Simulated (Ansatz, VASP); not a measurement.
**ZnO in VASP and in Ansatz**

```
Zn O
1.0
     0.00000    0.00000   -5.29323
    -4.91909   -2.84004    0.00000
     0.00000    5.68007    0.00000
Zn O
6 6
Direct
  0.49940 0.33333 0.33333
  0.49940 0.66667 0.00000
  0.49940 0.00000 0.66667
  0.99940 0.66667 0.66667
  0.99940 0.00000 0.33333
  0.99940 0.33333 0.00000
  0.12029 0.33333 0.33333
  0.12029 0.66667 0.00000
  0.12029 0.00000 0.66667
  0.62029 0.66667 0.66667
  0.62029 0.00000 0.33333
  0.62029 0.33333 0.00000
```

Alike in both runs: functional PBE; k mesh 6 × 6 × 6; occupations gaussian, width 0.02 eV; no spin polarisation.

Ansatz relaxed the structure, and its values are those at the end. VASP's run is a single point on that final structure, the one shown.

|  | VASP | Ansatz |
| --- | --- | --- |
| version | VASP 6.6.1 | Ansatz 0.2.0 |
| potentials or method | VASP PAW PBE potentials, release 64 (Zn, O), cutoff 520 eV | scalar-relativistic, plane waves, PAW |
| valence electrons in the cell | 108 | 108 |

|  | VASP | Ansatz | Ansatz less VASP |
| --- | --- | --- | --- |
| gap on the k mesh at the Fermi level (eV) | 0.73 | 0.74 | +0.016 |
| least direct gap on the mesh (eV) | 0.73 | 0.74 | +0.016 |
| pressure (GPa) | 0.9 | 0.0 | -0.89 |
